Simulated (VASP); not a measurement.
# Ti6H: single point with PBE

System: Ti6H, a slab with vacuum.

```
CELL_PARAMETERS angstrom
2.93816 0.00000 0.00000
0.00000 4.65047 0.00000
0.00000 0.00000 21.28422
ATOMIC_POSITIONS crystal
Ti 0.00000 0.75000 0.18793
Ti 0.50000 0.25000 0.22778
Ti 0.50000 0.75000 0.30748
Ti 0.00000 0.25000 0.34613
Ti 0.00000 0.75000 0.42344
Ti 0.50000 0.25000 0.46179
H 0.00000 0.75000 0.51040
```

```
Program                : VASP 6.6.1
Task                   : single point
Functional             : PBE
Potentials or basis    : VASP PAW PBE potentials, release 64 (Ti_sv, H)
Cutoff                 : 520 eV
k mesh                 : 9 × 6 × 1
Occupations            : gaussian, width 0.1 eV
Spin                   : no spin polarisation
Dipole correction      : yes
Further INCAR settings : ALGO = Normal; EDIFF = 1e-06; NBANDS = 46
```

```yaml
Largest_force: 0.571 eV/Å
Band_gap_on_the_k_mesh: zero (an odd number of electrons rules out a gap without spin polarisation)
```

Forces on the atoms (eV/Å):
```
Ti   0.000  0.000  0.349
Ti   0.000  0.000  0.033
Ti   0.000  0.000 -0.571
Ti   0.000  0.000  0.217
Ti   0.000  0.000 -0.012
Ti   0.000  0.000 -0.013
H    0.000  0.000 -0.003
```

Levels at points of the mesh, in eV from the Fermi level:
```tsv
k point	band 33	band 34	band 35	band 36	band 37	band 38	band 39	band 40	band 41	band 42
(0.00, 0.00, 0.00)	-0.63	-0.55	-0.07	0.17	0.48	0.57	0.74	0.94	0.96	1.04
(0.00, 0.50, 0.00)	-0.64	-0.63	-0.07	0.01	0.18	0.21	0.41	0.48	0.74	0.78
```

Wall time 14 min on 1 thread of Intel Xeon 8259CL, with other jobs on the host, peak memory 0.46 GiB.
